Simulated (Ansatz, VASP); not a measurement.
**Al2Au in VASP and in Ansatz**

```xyz
3
Lattice="0.0000 3.0000 2.9400 3.0000 0.0000 2.9400 3.0000 3.0000 0.0000" Properties=species:S:1:pos:R:3 pbc="T T T"
Al    1.5000    1.5000    1.4700
Al    4.5000    4.5000    4.4100
Au    0.0000    0.0000    0.0000
```

Change from the starting cell: zz strain of -2 %.

Alike in both runs: task single point; functional LDA; k mesh 11 × 11 × 11; occupations fermi-dirac, width 0.05 eV; no spin polarisation.

|  | VASP | Ansatz |
| --- | --- | --- |
| version | VASP 6.6.1 | Ansatz 0.2.0 |
| potentials or method | VASP PAW LDA potentials, release 64 (Al, Au), cutoff 520 eV | all-electron LAPW, scalar-relativistic |

```csv
,VASP,Ansatz,Ansatz less VASP
pressure (GPa),0.0,-0.2,-0.22
"traceless stress, the component that is largest in VASP (GPa)",0.77,0.77,+0.005
```

LDA's correlation is that of Perdew and Zunger in VASP and of Perdew and Wang (1992) in Ansatz. Ansatz ran all-electron here, and VASP with PAW potentials.

Spin-orbit coupling is off throughout.
